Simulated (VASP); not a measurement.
Here is a VASP 6.6.1 calculation.

Contents of INCAR:

```
  PREC = Accurate
  ENCUT = 520
  EDIFF = 1E-6
  ISMEAR = 0
  SIGMA = 0.15
  LREAL = False
  LASPH = True
  NELM = 60
  ALGO = Fast
  ISIF = 2
  LWAVE = False
  LCHARG = False
  GGA = PS
  NBANDS = 16
```

File KPOINTS:

```
Automatic mesh
0
Gamma
  10 10 14
```

Contents of POSCAR:

```
Al2Cu
1.0
    4.0366268726      0.0000000000      0.0000000000
    0.0000000000      4.0366268726      0.0000000000
    0.0000000000      0.0000000000      2.9122037200
Al Cu
2 1
Direct
    0.5000000000      0.0000000000      0.5000000000
    0.0000000000      0.5000000000      0.5000000000
    0.0000000000      0.0000000000      0.0000000000
```

Potentials or basis: VASP PAW PBE potentials, release 64 (Al, Cu).

Command:

```console
$ cat potpaw_PBE.64/Al/POTCAR potpaw_PBE.64/Cu/POTCAR > POTCAR
$ mpirun -np 1 vasp_std > vasp.out
```

Question: What does it give for the pressure?

Answer: 0.3 GPa.

Stress tensor (GPa, compression positive):
```
 1.53  0.00  0.00
 0.00  1.53  0.00
 0.00  0.00 -2.25
```

Caveat: the cell differs from its parent crystal (mode 4 frozen in at +0.000 Å, strain +e along z and -e/2 along x and y +0.0233); the PAW data sets were made with another functional, which shifts forces and pressure a little.
